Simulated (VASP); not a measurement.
Runs of VASP 6.6.1 on Al5BP6. The structure is that of space group P31m (No. 157), or close to it. The cells are those of the table. 

```tsv
cell	k mesh	smearing	gap on the mesh (eV)	pressure (GPa)	largest force (eV/Å)
a = 6.536, b = 6.536, c = 6.202 Å, angles 90.0, 90.0, 120.0°, 12 atoms	6 × 6 × 6	gaussian 0.02 eV	(a)	-0.1	0.01
a = 6.204, b = 6.535, c = 6.536 Å, angles 120.0, 90.0, 90.0°, 12 atoms	2 × 3 × 3	gaussian 0.1 eV	1.70	-0.1	0.01
a = 6.536, b = 6.536, c = 6.202 Å, angles 90.0, 90.0, 120.0°, 12 atoms	3 × 3 × 4	gaussian 0.1 eV	1.43	-0.1	0.01
a = 6.202, b = 6.536, c = 6.536 Å, angles 120.0, 90.0, 90.0°, 12 atoms	2 × 3 × 3	gaussian 0.1 eV	1.70	-0.1	0.04
```

Alike in all rows: task single point; level PBE; potentials or basis VASP PAW PBE potentials, release 64 (Al, B, P); no spin polarisation; cutoff (eV) 520.

**Question.** Estimate the missing entries.

**Answer.** (a) 1.40.

Caveats: some runs use coarse meshes.

A k mesh can miss the band edges.
